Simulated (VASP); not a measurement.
# LiCl (I4/mmm) in VASP: a series of runs

LiCl is run at these levels: r2SCAN; tasks: single point.

Program: VASP 6.6.1. These are calculated values, not measurements. Logs are shortened: lines on timing, memory, paths and dates and some standing lists are left out, and cuts for length are marked.

### Step 1. The cell of the first run

It takes space group I4/mmm (No. 139, tetragonal). The conventional cell has a = 3.718 Å, b = 3.718 Å, c = 5.386 Å, α = 90.00°, β = 90.00°, γ = 90.00°. Within 3.5 Å of Li (site symmetry 4/mmm) lie 6 Cl at 2.63 to 2.69 Å. Cl (site symmetry 4/mmm) has 6 Li at 2.63 to 2.69 Å within 3.5 Å.

### Step 2. Single point, r2SCAN (strain +0.025 along x and y, +0.050 along z)

Contents of POSCAR:

```
LiCl
1.0
    0.0000000000      2.6288790000      2.6929980000
    2.6288790000      0.0000000000      2.6929980000
    2.6288790000      2.6288790000      0.0000000000
Li Cl
1 1
Direct
    0.0000000000      0.0000000000      0.0000000000
    0.5000000000      0.5000000000      0.5000000000
```

Contents of INCAR.step1:

```
PREC = Accurate
ENCUT = 520
ISMEAR = 0
SIGMA = 0.05
LREAL = F
LASPH = T
NELM = 80
NBANDS = 12
GGA = PE
ALGO = Normal
EDIFF = 1E-4
LWAVE = T
LCHARG = F
```

Contents of INCAR.step2:

```
PREC = Accurate
ENCUT = 520
EDIFF = 1E-6
ISMEAR = 0
SIGMA = 0.05
LREAL = F
LASPH = T
NELM = 80
ALGO = Normal
ISIF = 2
LWAVE = F
LCHARG = F
METAGGA = R2SCAN
LMIXTAU = T
NBANDS = 12
ISTART = 1
```

Contents of KPOINTS:

```
Automatic mesh
0
Gamma
  8 8 8
```

Potentials or basis: VASP PAW PBE potentials, release 64 (Li_sv, Cl).

Started as:

```console
cat potpaw_PBE.64/Li_sv/POTCAR potpaw_PBE.64/Cl/POTCAR > POTCAR
cp INCAR.step1 INCAR
mpirun -np 1 vasp_std > vasp.out
cp INCAR.step2 INCAR
mpirun -np 1 vasp_std > vasp.out
```

OUTCAR:

```text
PREC = Accurate
   ENCUT = 520
   EDIFF = 1E-6
   ISMEAR = 0
   LREAL = F
   LASPH = T
   NELM = 80
   ISIF = 2
   METAGGA = R2SCAN
   ISTART = 1

 ion  position               nearest neighbor table
   1  0.000  0.000  0.000-   2 2.63   2 2.63   2 2.63   2 2.63
   2  0.500  0.500  0.500-   1 2.63   1 2.63   1 2.63   1 2.63

  LATTYP: Found a body centered tetragonal cell.
 ALAT       =     3.7177963356
 C/A-ratio  =     1.4487065761

  Lattice vectors:

 A1 = (  -2.6288790000,   0.0000000000,   2.6929980000)
 A2 = (   2.6288790000,   0.0000000000,   2.6929980000)
 A3 = (   0.0000000000,   2.6288790000,  -2.6929980000)

Analysis of symmetry for initial positions (statically):
=====================================================================
 Subroutine PRICEL returns:
 Original cell was already a primitive cell.

 Routine SETGRP: Setting up the symmetry group for a
 body centered tetragonal supercell.

 Subroutine GETGRP returns: Found 16 space group operations
 (whereof 16 operations were pure point group operations)
 out of a pool of 16 trial point group operations.

The static configuration has the point symmetry D_4h.

Analysis of symmetry for dynamics (positions and initial velocities):
=====================================================================
 Subroutine PRICEL returns:
 Original cell was already a primitive cell.

 Routine SETGRP: Setting up the symmetry group for a
 body centered tetragonal supercell.

 Subroutine GETGRP returns: Found 16 space group operations
 (whereof 16 operations were pure point group operations)
 out of a pool of 16 trial point group operations.

The dynamic configuration has the point symmetry D_4h.

 Subroutine INISYM returns: Found 16 space group operations
 (whereof 16 operations are pure point group operations),
 and found     1 'primitive' translations

----------------------------------------------------------------------------------------

                                     Primitive cell

  volume of cell :      37.2226

  direct lattice vectors                    reciprocal lattice vectors
     0.000000000  2.628879000  2.692998000    -0.190195136  0.190195136  0.185666681
     2.628879000  0.000000000  2.692998000     0.190195136 -0.190195136  0.185666681
     2.628879000  2.628879000  0.000000000     0.190195136  0.190195136 -0.185666681

  length of vectors
     3.763408432  3.763408432  3.717796336     0.326834050  0.326834050  0.326834050

  position of ions in fractional coordinates (direct lattice)
     0.000000000  0.000000000  0.000000000
     0.500000000  0.500000000  0.500000000

  ion indices of the primitive-cell ions
   primitive index   ion index
                 1           1
                 2           2

----------------------------------------------------------------------------------------

 KPOINTS: Automatic mesh

Automatic generation of k-mesh.
 Grid dimensions read from file:
 generate k-points for:    8    8    8

 Generating k-lattice:

  Cartesian coordinates                     Fractional coordinates (reciprocal lattice)
    -0.023774392  0.023774392  0.023208335     0.125000000  0.000000000  0.000000000
     0.023774392 -0.023774392  0.023208335     0.000000000  0.125000000  0.000000000
     0.023774392  0.023774392 -0.023208335     0.000000000  0.000000000  0.125000000

  Length of vectors
     0.040854256  0.040854256  0.040854256

  Shift w.r.t. Gamma in fractional coordinates (k-lattice)
     0.000000000  0.000000000  0.000000000

 Subroutine IBZKPT returns following result:
 ===========================================

 Found     59 irreducible k-points:

 Following reciprocal coordinates:
            Coordinates               Weight
  0.000000  0.000000  0.000000      1.000000
  0.125000  0.000000  0.000000      8.000000
  0.250000  0.000000  0.000000      8.000000
  0.375000  0.000000  0.000000      8.000000
  0.500000  0.000000  0.000000      4.000000
  0.125000  0.125000  0.000000      2.000000
[... 16 lines left out ...]
  0.250000 -0.000000  0.125000     16.000000
  0.375000  0.000000  0.125000     16.000000
 [... further k-points ...]
   k-points           NKPTS =     59   k-points in BZ     NKDIM =     59   number of bands    NBANDS=     12
   number of dos      NEDOS =    301   number of ions     NIONS =      2
   total plane-waves  NPLWV =  21952
   dimension x,y,z NGX =    28 NGY =   28 NGZ =   28
   dimension x,y,z NGXF=    56 NGYF=   56 NGZF=   56
   ions per type =               1   1
   NGX,Y,Z   is equivalent  to a cutoff of  12.37, 12.37, 12.52 a.u.
   NGXF,Y,Z  is equivalent  to a cutoff of  24.74, 24.74, 25.04 a.u.
 SYSTEM =  unknown system
   PREC   = accura    normal or accurate (medium, high low for compatibility)
   ISTART =      1    job   : 0-new  1-cont  2-samecut
   ICHARG =      0    charge: 1-file 2-atom 10-const
   ISPIN  =      1    spin polarized calculation?
   LNONCOLLINEAR =      F non collinear calculations
   LSORBIT =      F    spin-orbit coupling
   LASPH  =      T    aspherical Exc in radial PAW
   ENCUT  =  520.0 eV  38.22 Ry    6.18 a.u.   7.00  7.00  6.91*2*pi/ulx,y,z
   NELM   =     80;   NELMIN=  2; NELMDL=  0     # of ELM steps
   EDIFF  = 0.1E-05   stopping-criterion for ELM
   LREAL  =      F    real-space projection
   EDIFFG = 0.1E-04   stopping-criterion for IOM
   NSW    =      0    number of steps for IOM
   IBRION =     -1    ionic relax: 0-MD 1-quasi-New 2-CG
   NFREE  =      0    steps in history (QN), initial steepest desc. (CG)
   ISIF   =      2    stress and relaxation
   ISYM   =      2    0-nonsym 1-usesym 2-fastsym
   POTIM  = 0.5000    time-step for ionic-motion
   TEBEG  =    0.0;   TEEND  =   0.0 temperature during run
   PSTRESS=    0.0 pullay stress
   NELECT =      10.0000    total number of electrons
   NUPDOWN=      -1.0000    fix difference up-down
   EMIN   =  10.00;   EMAX   =-10.00  energy-range for DOS
   EFERMI =   0.00;   METHOD = LEGACY
   ISMEAR =     0;   SIGMA  =   0.05  broadening in eV -4-tet -1-fermi 0-gaus
   EFERMI_NEDOS =   21; number of points for ismear=-14 and -15
   IALGO  =     38    algorithm
   IMIX   =      4    mixing-type and parameters
     AMIX     =   0.40;   BMIX     =  1.00
     AMIX_MAG =   1.60;   BMIX_MAG =  1.00
  volume/ion in A,a.u.               =      18.61       125.60
  Fermi-wavevector in a.u.,A,eV,Ry     =   1.056345  1.996202 15.182260  1.115865
  Thomas-Fermi vector in A             =   2.191577
   LORBIT       =      0    0 simple, 1 ext, 2 COOP (PROOUT), +10 PAW based schemes
   METAGGA = R2SCAN    functional components
   LHFCALC =     F    Hartree Fock is set to
   AEXX    =    0.0000 exact exchange contribution
   IVDW    =     0    specifies the selected vdW correction
   LEPSILON=     F    determine dielectric tensor
   LRPA    =     F    only Hartree local field effects (RPA)
 non-spin polarized calculation
 Gauss-broadening in eV      SIGMA  =   0.05
  energy-cutoff  :      520.00
  volume of cell :       37.22
 maximum number of plane-waves:      1026
   NGX = 13   NGY = 13   NGZ = 13

 number of electron       9.9999995 magnetization

 Free energy of the ion-electron system (eV)
  ---------------------------------------------------
  ext. energy  EPLUGINS =         0.00000000
  ---------------------------------------------------
  free energy    TOTEN  =       -12.53756342 eV

  energy without entropy =      -12.53756342  energy(sigma->0) =      -12.53756342

 E-fermi :  -0.0730     XC(G=0):  -8.7154

 val. band max:       -0.4664812026   @ k =   0.0000   0.0000   0.0000
 cond. band min:       6.2477375559   @ k =   0.0000   0.0000   0.0000
 fundamental gap:      6.7142187585
 Fermi energy:        -0.0730091506

 k-point     1 :       0.0000    0.0000    0.0000
  band No.  band energies     occupation
      1     -45.5068      2.00000
      2     -14.1625      2.00000
      3      -0.5228      2.00000
      4      -0.5228      2.00000
      5      -0.4665      2.00000
      6       6.2477      0.00000
      7      11.9371      0.00000
      8      12.1314      0.00000
      9      12.1315      0.00000
     10      14.4346      0.00000
     11      14.4389      0.00000
     12      14.7858      0.00000

 k-point     2 :       0.1250    0.0000    0.0000
  band No.  band energies     occupation
      1     -45.5066      2.00000
      2     -14.1002      2.00000
      3      -0.9561      2.00000
      4      -0.5524      2.00000
      5      -0.5267      2.00000
      6       6.6873      0.00000
      7      11.2761      0.00000
      8      11.8727      0.00000
      9      12.0921      0.00000
     10      13.1556      0.00000
     11      13.2979      0.00000
     12      15.1693      0.00000

 k-point     3 :       0.2500    0.0000    0.0000
  band No.  band energies     occupation
      1     -45.5061      2.00000
      2     -13.9433      2.00000
      3      -1.8744      2.00000
      4      -0.6282      2.00000
      5      -0.6205      2.00000
      6       7.2103      0.00000
      7      10.7669      0.00000
      8      10.9733      0.00000
      9      11.0195      0.00000
     10      14.0150      0.00000
     11      14.0201      0.00000
     12      15.6925      0.00000
[... 286 lines left out ...]
 k-point    23 :       0.2500   -0.0000    0.1250
  band No.  band energies     occupation
      1     -45.5061      2.00000
      2     -13.9492      2.00000
      3      -1.6322      2.00000
      4      -0.8070      2.00000
      5      -0.7280      2.00000
      6       7.6166      0.00000
      7      10.4106      0.00000
      8      10.5969      0.00000
      9      11.7038      0.00000
     10      12.8006      0.00000
     11      14.9097      0.00000
     12      16.3643      0.00000

 k-point    24 :       0.3750    0.0000    0.1250
  band No.  band energies     occupation
      1     -45.5056      2.00000
      2     -13.7815      2.00000
      3      -2.4206      2.00000
      4      -0.8919      2.00000
      5      -0.8787      2.00000
      6       7.7048      0.00000
      7       9.8499      0.00000
      8      10.7743      0.00000
      9      11.0067      0.00000
     10      14.1849      0.00000
     11      16.3231      0.00000
     12      17.1247      0.00000

 [... further k-points ...]
[... 5 lines left out ...]
  --------------------------------------------------------------------------------------
  -------------------------------------------------------------------------------------
  Total       -0.7562857     -0.7562857     -0.8362641      0.0000000      0.0000000      0.0000000
  in kB      -32.5528665    -32.5528665    -35.9953865      0.0000000      0.0000000      0.0000000
  external PRESSURE =     -33.7003732 kB  Pullay stress =       0.0000000 kB

 VOLUME and BASIS-vectors are now :
 -----------------------------------------------------------------------------
  energy-cutoff  :      520.00
  volume of cell :       37.22
      direct lattice vectors                 reciprocal lattice vectors
     0.000000000  2.628879000  2.692998000    -0.190195136  0.190195136  0.185666681
     2.628879000  0.000000000  2.692998000     0.190195136 -0.190195136  0.185666681
     2.628879000  2.628879000  0.000000000     0.190195136  0.190195136 -0.185666681

 POSITION                                       TOTAL-FORCE (eV/Angst)
 -----------------------------------------------------------------------------------
      0.00000      0.00000      0.00000         0.000000     -0.000000      0.000000
      2.62888      2.62888      2.69300        -0.000000      0.000000      0.000000
 -----------------------------------------------------------------------------------
    total drift:                                0.000000      0.000000      0.000000

  FREE ENERGIE OF THE ION-ELECTRON SYSTEM (eV)
  ---------------------------------------------------
  free  energy   TOTEN  =       -12.5375634178 eV

  energy  without entropy=      -12.5375634178  energy(sigma->0) =      -12.53756342
```

Run time: 88 s. Hardware: 1 thread of Intel Xeon Platinum 8488C (Sapphire Rapids), shared host; peak memory 0.16 GiB.

What came out:

```yaml
Free_energy: -12.5376 eV
Band_gap_on_the_k_mesh: 6.71 eV, direct
```

Caveat: the cell differs from its parent crystal (strain +0.025 along x and y, +0.050 along z); the cutoff is under 1.25 times the usual one of these potentials, so pressure, stress and relaxed cells hold a basis-set (Pulay) error; the PAW data sets were made with another functional, which shifts forces and pressure a little. A k mesh can miss the band edges.

(Part 1 of 2 ends here.)
